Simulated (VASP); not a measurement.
Input of a VASP 6.6.1 run:

Contents of POSCAR:

```
As
1.0
    2.9581363329      0.0000000000      0.0000000000
   -1.4790681664      2.5618212122      0.0000000000
    0.0000000000      0.0000000000     10.0678831551
As
4
Direct
    0.0000000000      1.0000000000      0.0000000000
    0.0000000000      1.0000000000      0.5000000000
    0.3333333333      0.6666666667      0.2500000000
    0.6666666667      0.3333333333      0.7500000000
```

Contents of INCAR.step1:

```
SYSTEM = As
ALGO     = Normal         ! electronic algorithm
EDIFF    = 1E-4           ! SCF threshold, eV
ENCUT    = 520            ! plane-wave cutoff, eV
GGA      = PE             ! functional
ISMEAR   = -1             ! smearing method
LASPH    = .TRUE.         ! aspherical terms in the spheres
LCHARG   = .FALSE.        ! write CHGCAR
LREAL    = .FALSE.        ! projectors in reciprocal space
LWAVE    = .TRUE.         ! write WAVECAR
NBANDS   = 18             ! bands
NELM     = 100            ! most SCF steps
PREC     = Accurate       ! precision mode
SIGMA    = 0.1            ! smearing width, eV
```

The input INCAR.step2:

```
SYSTEM = As
ALGO     = Normal         ! electronic algorithm
EDIFF    = 1E-6           ! SCF threshold, eV
ENCUT    = 520            ! plane-wave cutoff, eV
ISIF     = 2              ! what is computed and relaxed
ISMEAR   = -1             ! smearing method
ISTART   = 1            
LASPH    = .TRUE.         ! aspherical terms in the spheres
LCHARG   = .FALSE.        ! write CHGCAR
LMIXTAU  = .TRUE.       
LREAL    = .FALSE.        ! projectors in reciprocal space
LWAVE    = .FALSE.        ! write WAVECAR
METAGGA  = R2SCAN         ! meta-GGA
NBANDS   = 18             ! bands
NELM     = 100            ! most SCF steps
PREC     = Accurate       ! precision mode
SIGMA    = 0.1            ! smearing width, eV
```

File KPOINTS:

```
k-points
0
G
  16 16 4
  0 0 0
```

Potentials or basis: VASP PAW PBE potentials, release 64 (As).

Launch:

```sh
$ cat potpaw_PBE.64/As/POTCAR > POTCAR
$ cp INCAR.step1 INCAR
$ mpirun -np 1 vasp_std > vasp.out
$ cp INCAR.step2 INCAR
$ mpirun -np 1 vasp_std > vasp.out
```

Question: Estimate the pressure.

Answer: -0.2 GPa.

Question: Estimate the band gap on the k mesh.

Answer: Zero (bands 10 and 11 overlap by 8.26 eV).

Stress tensor (GPa, compression positive):
```
-0.02  0.00  0.00
 0.00 -0.02  0.00
 0.00  0.00 -0.44
```

Caveat: the PAW data sets were made with another functional, which shifts forces and pressure a little.
